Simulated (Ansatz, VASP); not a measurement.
Two plane-wave programs on CdS

```xyz
2
Lattice="0.0000 2.9392 2.9245 2.9392 0.0000 2.9245 2.9392 2.9392 0.0000" Properties=species:S:1:pos:R:3 pbc="T T T"
Cd    0.0000    0.0000    0.0000
S     1.4696    1.4696    1.4623
```

Change from the starting cell: uniaxial_z strain -0.5%.

Alike in both runs: task single point; functional r2SCAN; k mesh 8 × 8 × 8; no spin polarisation.

```csv
,VASP,Ansatz
version,VASP 6.6.1,Ansatz 0.2.0
potentials or method,"VASP PAW PBE potentials, release 64 (Cd, S)","plane waves, PAW"
plane-wave cutoff (eV),520,500
occupations,"gaussian, width 0.01 eV",fixed
valence electrons in the cell,18,26
```

|  | VASP | Ansatz | Ansatz less VASP |
| --- | --- | --- | --- |
| gap on the k mesh at the Fermi level (eV) | 1.54 | 1.54 | +0.004 |
| pressure (GPa) | 0.6 | 0.3 | -0.31 |
| traceless stress, the component that is largest in VASP (GPa) | 0.06 | 0.06 | +0.001 |

VASP's potentials were made for PBE, not for r2SCAN. VASP's potentials hold 18 valence electrons a cell and Ansatz's 26, so a difference there can come from the potentials and not from the codes.
